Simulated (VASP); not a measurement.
Os2Au, 3 atoms in the cell. Symmetry: P6/mmm, No. 191, hexagonal system. Conventional cell: a = 4.091 Å, b = 4.091 Å, c = 2.877 Å, α = 90.00°, β = 90.00°, γ = 120.00°. Within 3.1 Å of Os (site symmetry -6m2) lie 5 Os at 2.36 to 2.88 Å and 6 Au at 2.77 Å. Au (site symmetry 6/mmm) has 12 Os at 2.77 Å and 2 Au at 2.88 Å within 3.6 Å. 

- Program: VASP 6.6.1
- Task: relaxation of cell and atoms
- Functional: PBE
- Potentials or basis: VASP PAW PBE potentials, release 64 (Os, Au)
- Cutoff: 600 eV
- k mesh: 6 × 6 × 6
- Occupations: gaussian, width 0.1 eV
- Spin: no spin polarisation
- Dipole correction: no
- Further INCAR settings: ALGO = Normal; EDIFF = 1e-06; IBRION = 2; EDIFFG = -0.04; NSW = 90; ISIF = 3

Potentials or basis: VASP PAW PBE potentials, release 64 (Os, Au).

Run with:

```bash
$ cat potpaw_PBE.64/Os/POTCAR potpaw_PBE.64/Au/POTCAR > POTCAR
$ mpirun -np 1 vasp_std > vasp.out
```

Hardware: 1 thread of Intel(R) Xeon(R) Platinum 8259CL CPU @ 2.50GHz (Skylake/Cascade Lake), with other jobs on the host.

Question: How long does it take, and how much memory?

Answer: Wall time 2.6 min on 1 thread of Intel(R) Xeon(R) Platinum 8259CL CPU @ 2.50GHz (Skylake/Cascade Lake), on a shared host, peak memory 0.2 GiB. Counts: scf iterations 96, k points 28, ion steps 11.
